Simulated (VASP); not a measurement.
Input of a VASP 6.6.1 run:

INCAR

```
SYSTEM = HfC
  ALGO = Normal
  EDIFF = 1E-6
  ENCUT = 520
  GGA = PE
  ISIF = 2
  ISMEAR = -1
  LASPH = .TRUE.
  LCHARG = .TRUE.
  LELF = .TRUE.
  LREAL = .FALSE.
  LVHAR = .TRUE.
  LWAVE = .FALSE.
  NBANDS = 14
  NELM = 100
  PREC = Accurate
  SIGMA = 0.05
```

File KPOINTS:

```
k-points
0
G
  12 12 12
  0 0 0
```

File POSCAR:

```
HfC
1.0
   -0.0930000000      2.2785000000      2.2785000000
    2.2785000000     -0.0930000000      2.2785000000
    2.2785000000      2.2785000000     -0.0930000000
Hf C
1 1
Direct
    0.5000000000      0.5000000000      0.5000000000
    0.0000000000      0.0000000000      0.0000000000
```

Potentials or basis: VASP PAW PBE potentials, release 64 (Hf_pv, C).

Command:

```sh
$ cat potpaw_PBE.64/Hf_pv/POTCAR potpaw_PBE.64/C/POTCAR > POTCAR
$ mpirun -np 1 vasp_std > vasp.out
```

Q: Estimate the band gap on the k mesh.

A: Zero (band 7 reaches 7.03 eV, above the bottom of band 8 at 5.83 eV).

Q: Predict the pressure.

A: -0.2 GPa.

Stress tensor (GPa, compression positive):
```
-0.17  6.51  6.51
 6.51 -0.17  6.51
 6.51  6.51 -0.17
```

Caveat: the cell differs from its parent crystal (equal xy, yz and zx shear strains of -4 %); spin-orbit coupling is left out, which moves the levels of the heavy elements.
